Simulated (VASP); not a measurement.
# As in VASP: notebook

As is run at these levels: PBE, r2SCAN; tasks: single point.

All numbers are computed with VASP 6.6.1; they aren't measurements. Logs are shortened: lines on timing, memory, paths and dates and some standing lists are left out, and cuts for length are marked.

**1. The cell of the first run**

The cell holds a slab with vacuum, 2 atoms: a = 3.575 Å, b = 3.575 Å, c = 26.416 Å, α = 90.00°, β = 90.00°, γ = 120.00°.

**2. Single point, PBE**

INCAR reads:

```
SYSTEM = As
  PREC = Accurate
  ENCUT = 520
  EDIFF = 1E-6
  ISMEAR = 0
  SIGMA = 0.01
  LREAL = .False.
  LASPH = .True.
  NELM = 80
  ALGO = Normal
  ISIF = 2
  LWAVE = .False.
  LCHARG = .True.
  LDIPOL = .True.
  IDIPOL = 3
  DIPOL = 0.5 0.5 0.347
  GGA = PE
  LELF = .True.
  LVHAR = .True.
  LVACPOTAV = .True.
  NBANDS = 12
```

KPOINTS reads:

```
regular mesh
0
Gamma
  12 12 1
  0 0 0
```

POSCAR reads:

```
As
1.0
    3.5749087898      0.0000000000      0.0000000000
   -1.7874543949      3.0959618282      0.0000000000
    0.0000000000      0.0000000000     26.4156438000
As
2
Direct
    0.3333333333      0.6666666667      0.3206196301
    0.6666666667      0.3333333333      0.3724477825
```

Potentials or basis: VASP PAW PBE potentials, release 64 (As).

Command:

```console
$ cat potpaw_PBE.64/As/POTCAR > POTCAR
$ mpirun -np 1 vasp_std > vasp.out
```

OUTCAR:

```text
SYSTEM = As
   PREC = Accurate
   ENCUT = 520
   EDIFF = 1E-6
   ISMEAR = 0
   LREAL = .False.
   LASPH = .True.
   NELM = 80
   ISIF = 2
   GGA = PE

 ion  position               nearest neighbor table
   1  0.333  0.667  0.321-   2 2.48   2 2.48   2 2.48
   2  0.667  0.333  0.372-   1 2.48   1 2.48   1 2.48

  LATTYP: Found a hexagonal cell.
 ALAT       =     3.5749087898
 C/A-ratio  =     7.3891797954

  Lattice vectors:

 A1 = (   3.5749087898,   0.0000000000,   0.0000000000)
 A2 = (  -1.7874543949,   3.0959618282,   0.0000000000)
 A3 = (   0.0000000000,   0.0000000000,  26.4156438000)

Analysis of symmetry for initial positions (statically):
=====================================================================
 Subroutine PRICEL returns:
 Original cell was already a primitive cell.

 Routine SETGRP: Setting up the symmetry group for a
 hexagonal supercell.

 Subroutine GETGRP returns: Found 12 space group operations
 (whereof  6 operations were pure point group operations)
 out of a pool of 24 trial point group operations.

The static configuration has the point symmetry C_3v.
 The point group associated with its full space group is D_3d.

Analysis of symmetry for dynamics (positions and initial velocities):
=====================================================================
 Subroutine PRICEL returns:
 Original cell was already a primitive cell.

 Routine SETGRP: Setting up the symmetry group for a
 hexagonal supercell.

 Subroutine GETGRP returns: Found 12 space group operations
 (whereof  6 operations were pure point group operations)
 out of a pool of 24 trial point group operations.

The dynamic configuration has the point symmetry C_3v.
 The point group associated with its full space group is D_3d.

 Subroutine INISYM returns: Found 12 space group operations
 (whereof  6 operations are pure point group operations),
 and found     1 'primitive' translations

----------------------------------------------------------------------------------------

                                     Primitive cell

  volume of cell :     292.3626

  direct lattice vectors                    reciprocal lattice vectors
     3.574908790  0.000000000  0.000000000     0.279727417  0.161500699  0.000000000
    -1.787454395  3.095961828  0.000000000     0.000000000  0.323001398  0.000000000
     0.000000000  0.000000000 26.415643800     0.000000000  0.000000000  0.037856355

  length of vectors
     3.574908790  3.574908790 26.415643800     0.323001398  0.323001398  0.037856355

  position of ions in fractional coordinates (direct lattice)
     0.333333333  0.666666667  0.320619630
     0.666666667  0.333333333  0.372447782

  ion indices of the primitive-cell ions
   primitive index   ion index
                 1           1
                 2           2

----------------------------------------------------------------------------------------

 KPOINTS: regular mesh

Automatic generation of k-mesh.
 Grid dimensions read from file:
 generate k-points for:   12   12    1

 Generating k-lattice:

  Cartesian coordinates                     Fractional coordinates (reciprocal lattice)
     0.023310618  0.013458392  0.000000000     0.083333333 -0.000000000  0.000000000
     0.000000000  0.026916783  0.000000000     0.000000000  0.083333333  0.000000000
     0.000000000  0.000000000  0.037856355     0.000000000  0.000000000  1.000000000

  Length of vectors
     0.026916783  0.026916783  0.037856355

  Shift w.r.t. Gamma in fractional coordinates (k-lattice)
     0.000000000  0.000000000  0.000000000

 Subroutine IBZKPT returns following result:
 ===========================================

 Found     19 irreducible k-points:

 Following reciprocal coordinates:
            Coordinates               Weight
  0.000000  0.000000  0.000000      1.000000
  0.083333  0.000000  0.000000      6.000000
  0.166667  0.000000  0.000000      6.000000
  0.250000  0.000000  0.000000      6.000000
  0.333333  0.000000  0.000000      6.000000
  0.416667  0.000000  0.000000      6.000000
[... 11 lines left out ...]
  0.333333  0.250000  0.000000     12.000000
  0.333333  0.333333  0.000000      2.000000
   k-points           NKPTS =     19   k-points in BZ     NKDIM =     19   number of bands    NBANDS=     12
   number of dos      NEDOS =    301   number of ions     NIONS =      2
   total plane-waves  NPLWV = 153664
   dimension x,y,z NGX =    28 NGY =   28 NGZ =  196
   dimension x,y,z NGXF=    56 NGYF=   56 NGZF=  392
   ions per type =               2
   NGX,Y,Z   is equivalent  to a cutoff of  13.02, 13.02, 12.34 a.u.
   NGXF,Y,Z  is equivalent  to a cutoff of  26.04, 26.04, 24.67 a.u.
 SYSTEM =  As
   PREC   = accura    normal or accurate (medium, high low for compatibility)
   ISTART =      0    job   : 0-new  1-cont  2-samecut
   ICHARG =      2    charge: 1-file 2-atom 10-const
   ISPIN  =      1    spin polarized calculation?
   LNONCOLLINEAR =      F non collinear calculations
   LSORBIT =      F    spin-orbit coupling
   LASPH  =      T    aspherical Exc in radial PAW
   ENCUT  =  520.0 eV  38.22 Ry    6.18 a.u.   6.65  6.65 49.12*2*pi/ulx,y,z
   NELM   =     80;   NELMIN=  2; NELMDL= -5     # of ELM steps
   EDIFF  = 0.1E-05   stopping-criterion for ELM
   LREAL  =      F    real-space projection
   EDIFFG = 0.1E-04   stopping-criterion for IOM
   NSW    =      0    number of steps for IOM
   IBRION =     -1    ionic relax: 0-MD 1-quasi-New 2-CG
   NFREE  =      0    steps in history (QN), initial steepest desc. (CG)
   ISIF   =      2    stress and relaxation
   ISYM   =      2    0-nonsym 1-usesym 2-fastsym
   POTIM  = 0.5000    time-step for ionic-motion
   TEBEG  =    0.0;   TEEND  =   0.0 temperature during run
   PSTRESS=    0.0 pullay stress
   NELECT =      10.0000    total number of electrons
   NUPDOWN=      -1.0000    fix difference up-down
   EMIN   =  10.00;   EMAX   =-10.00  energy-range for DOS
   EFERMI =   0.00;   METHOD = LEGACY
   ISMEAR =     0;   SIGMA  =   0.01  broadening in eV -4-tet -1-fermi 0-gaus
   EFERMI_NEDOS =   21; number of points for ismear=-14 and -15
   IALGO  =     38    algorithm
   IMIX   =      4    mixing-type and parameters
     AMIX     =   0.40;   BMIX     =  1.00
     AMIX_MAG =   1.60;   BMIX_MAG =  1.00
  volume/ion in A,a.u.               =     146.18       986.48
  Fermi-wavevector in a.u.,A,eV,Ry     =   0.531416  1.004230  3.842319  0.282402
  Thomas-Fermi vector in A             =   1.554429
   LORBIT       =      0    0 simple, 1 ext, 2 COOP (PROOUT), +10 PAW based schemes
   GGA     = PE    functional components
   LHFCALC =     F    Hartree Fock is set to
   AEXX    =    0.0000 exact exchange contribution
   IVDW    =     0    specifies the selected vdW correction
   LEPSILON=     F    determine dielectric tensor
   LRPA    =     F    only Hartree local field effects (RPA)
 non-spin polarized calculation
 Gauss-broadening in eV      SIGMA  =   0.01
  energy-cutoff  :      520.00
  volume of cell :      292.36
 maximum number of plane-waves:      7971
 NGX is ok and might be reduce to    28
   NGX = 13   NGY = 13   NGZ = 99

 dipolmoment           0.000000      0.000000      0.000001 electrons x Angstroem

 number of electron      10.0000001 magnetization

 dipolmoment           0.000000      0.000000     -0.000001 electrons x Angstroem

 Free energy of the ion-electron system (eV)
  ---------------------------------------------------
  ext. energy  EPLUGINS =         0.00000000
  ---------------------------------------------------
  free energy    TOTEN  =        -9.32085346 eV

  energy without entropy =       -9.32085346  energy(sigma->0) =       -9.32085346

 E-fermi :  -3.9304     XC(G=0):  -2.0034

 val. band max:       -4.0000080047   @ k =   0.0000   0.0000   0.0000
 cond. band min:      -2.3217562251   @ k =   0.3333   0.0000   0.0000
 fundamental gap:      1.6782517796
 Fermi energy:        -3.9303693583

 k-point     1 :       0.0000    0.0000    0.0000
  band No.  band energies     occupation
      1     -17.6502      2.00000
      2     -11.0708      2.00000
      3      -4.4740      2.00000
      4      -4.0000      2.00000
      5      -4.0000      2.00000
      6      -1.9374      0.00000
      7      -0.3897      0.00000
      8      -0.3897      0.00000
      9       0.9155      0.00000
     10       1.1870      0.00000
     11       1.5995      0.00000
     12       1.8824      0.00000

 k-point     2 :       0.0833    0.0000    0.0000
  band No.  band energies     occupation
      1     -17.5554      2.00000
      2     -11.0548      2.00000
      3      -4.9135      2.00000
      4      -4.4269      2.00000
      5      -4.2138      2.00000
      6      -1.3133      0.00000
      7      -0.4843      0.00000
      8      -0.1636      0.00000
      9       1.0488      0.00000
     10       1.2976      0.00000
     11       1.7077      0.00000
     12       1.9939      0.00000

 k-point     3 :       0.1667    0.0000    0.0000
  band No.  band energies     occupation
      1     -17.2740      2.00000
      2     -11.0586      2.00000
      3      -6.2708      2.00000
      4      -4.6867      2.00000
      5      -4.3239      2.00000
      6      -1.6534      0.00000
      7       0.2489      0.00000
      8       0.2843      0.00000
      9       1.3890      0.00000
     10       1.6402      0.00000
     11       2.0289      0.00000
     12       2.3194      0.00000
[... 211 lines left out ...]
 k-point    18 :       0.3333    0.2500    0.0000
  band No.  band energies     occupation
      1     -14.6376      2.00000
      2     -13.3699      2.00000
      3      -8.2472      2.00000
      4      -6.4363      2.00000
      5      -5.4876      2.00000
      6      -1.6485      0.00000
      7       0.2686      0.00000
      8       0.8680      0.00000
      9       3.8098      0.00000
     10       4.4748      0.00000
     11       4.7046      0.00000
     12       5.1718      0.00000

 k-point    19 :       0.3333    0.3333    0.0000
  band No.  band energies     occupation
      1     -13.9876      2.00000
      2     -13.9876      2.00000
      3      -8.4904      2.00000
      4      -5.9388      2.00000
      5      -5.9388      2.00000
      6      -1.9017      0.00000
      7       0.7705      0.00000
      8       0.7705      0.00000
      9       4.1832      0.00000
     10       5.0376      0.00000
     11       5.0376      0.00000
     12       5.7925      0.00000

------------------------ aborting loop because EDIFF is reached ----------------------------------------

  FORCE on cell =-STRESS in cart. coord.  units (eV):
  Direction    XX          YY          ZZ          XY          YZ          ZX
  --------------------------------------------------------------------------------------
  -------------------------------------------------------------------------------------
  Total        0.6614460      0.6614460      0.6742209      0.0000000      0.0000000      0.0000000
  in kB        3.6247932      3.6247932      3.6948009      0.0000000      0.0000000      0.0000000
  external PRESSURE =       3.6481291 kB  Pullay stress =       0.0000000 kB

 VOLUME and BASIS-vectors are now :
 -----------------------------------------------------------------------------
  energy-cutoff  :      520.00
  volume of cell :      292.36
      direct lattice vectors                 reciprocal lattice vectors
     3.574908790  0.000000000  0.000000000     0.279727417  0.161500699  0.000000000
    -1.787454395  3.095961828  0.000000000     0.000000000  0.323001398  0.000000000
     0.000000000  0.000000000 26.415643800     0.000000000  0.000000000  0.037856355

 POSITION                                       TOTAL-FORCE (eV/Angst)
 -----------------------------------------------------------------------------------
     -0.00000      2.06397      8.46937        -0.000000     -0.000000     -0.493328
      1.78745      1.03199      9.83845         0.000000      0.000000      0.493328
 -----------------------------------------------------------------------------------
    total drift:                               -0.000000      0.000000     -0.000007

  FREE ENERGIE OF THE ION-ELECTRON SYSTEM (eV)
  ---------------------------------------------------
  free  energy   TOTEN  =        -9.3208534603 eV

  energy  without entropy=       -9.3208534603  energy(sigma->0) =       -9.32085346

 vacuum level on the upper side and lower side of the slab         1.453         1.453
```

It took 39 s on 1 thread of Intel Xeon 6975P-C (Granite Rapids), shared host; peak memory 0.38 GiB.

What came out:

```
Free energy            : -9.3209 eV
Largest force          : 0.493 eV/Å
Band gap on the k mesh : 1.68 eV, indirect (least direct gap 2.06 eV)
```

Forces on the atoms (eV/Å):
```
As   0.000  0.000 -0.493
As   0.000  0.000  0.493
```

(Part 1 of 2 ends here.)
